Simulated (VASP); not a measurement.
**Al: relaxation of cell and atoms with LDA**

Crystal: Al.

```xyz
1
Lattice="-1.5912 1.5912 1.5912 1.5912 -1.5912 1.5912 1.5912 1.5912 -1.5912" Properties=species:S:1:pos:R:3 pbc="T T T"
Al    0.0000    0.0000    0.0000
```

```
Program                : VASP 6.6.1
Task                   : relaxation of cell and atoms
Functional             : LDA
Potentials or basis    : VASP PAW LDA potentials, release 64 (Al)
Cutoff                 : 600 eV
k mesh                 : 13 × 13 × 13
Occupations            : methfessel-paxton, width 0.15 eV
Spin                   : no spin polarisation
Target pressure        : 10 GPa
Dipole correction      : no
Further INCAR settings : ALGO = Normal; EDIFF = 1e-06; IBRION = 2; EDIFFG = -0.03; NSW = 80; ISIF = 3
```

- Relaxed volume: 14.58 Å³/atom
- Relaxed cell: a = 2.666 Å, b = 2.666 Å, c = 2.666 Å, α = 109.47°, β = 109.47°, γ = 109.47°
- Space group after relaxing (to 0.05 Å): Im-3m (No. 229)
- Energy change on relaxing (the enthalpy is what falls): +44.3 meV/atom
- Ionic steps: 3
- Pressure after relaxing: 10.0 GPa

The path:
```
step  energy change (eV)  largest force (eV/Å)  pressure (GPa)  volume (Å³)
   1              0.0000                0.0000            0.07        16.12
   2              0.0999                0.0000           16.27        13.90
   3              0.0443                0.0000           10.00        14.58
```

Final structure:
```cif
data_structure
_symmetry_space_group_name_H-M 'P 1'
_symmetry_Int_Tables_number 1
_cell_length_a 2.6656
_cell_length_b 2.6656
_cell_length_c 2.6656
_cell_angle_alpha 109.471
_cell_angle_beta 109.471
_cell_angle_gamma 109.471
_cell_volume 14.58
loop_
_atom_site_label
_atom_site_type_symbol
_atom_site_fract_x
_atom_site_fract_y
_atom_site_fract_z
_atom_site_occupancy
Al1 Al 0.00000 0.00000 0.00000 1
```

Levels at points of the mesh, in eV from the Fermi level:
```tsv
k point	band 1	band 2	band 3	band 4	band 5
(0.00, 0.00, 0.00)	-12.02	13.91	13.91	13.91	16.29
```

Wall time 6.2 s on 1 thread of AMD EPYC 9R45 (Zen 5), with other jobs on the host, peak memory 0.1 GiB.

Caveat: the cell is relaxed towards a set pressure, so the enthalpy falls and the energy may rise.
